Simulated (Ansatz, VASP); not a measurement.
**One calculation of AlN, two programs**

```xyz
2
Lattice="0.0000 2.0345 2.1057 2.0345 0.0000 2.1057 2.0345 2.0345 0.0000" Properties=species:S:1:pos:R:3 pbc="T T T"
Al    2.0345    2.0345    2.1057
N     0.0000    0.0000    0.0000
```

Change from the starting cell: strain +0.0350 x Voigt [0, 0, 1, 0, 0, 0], atoms carried along.

Alike in both runs: task single point; functional PBEsol; k mesh 10 × 10 × 10; occupations gaussian, width 0.05 eV; no spin polarisation.

```csv
,VASP,Ansatz
version,VASP 6.6.1,Ansatz 0.2.0
potentials or method,"VASP PAW PBE potentials, release 64 (Al, N), cutoff 520 eV","scalar-relativistic, plane waves, PAW"
valence electrons in the cell,8,8
```

VASP gave:

```
gap on the k mesh at the Fermi level (eV)                     : 3.81
least direct gap on the mesh (eV)                             : 4.75
pressure (GPa)                                                : -11.9
traceless stress, the component that is largest in VASP (GPa) : -4.40
```

Task: What did Ansatz give for the same quantities?

Result: gap on the k mesh at the Fermi level (eV): 3.82; least direct gap on the mesh (eV): 4.73; pressure (GPa): -11.8; traceless stress, the component that is largest in VASP (GPa): -4.38.

VASP's potentials were made for PBE, not for PBEsol.
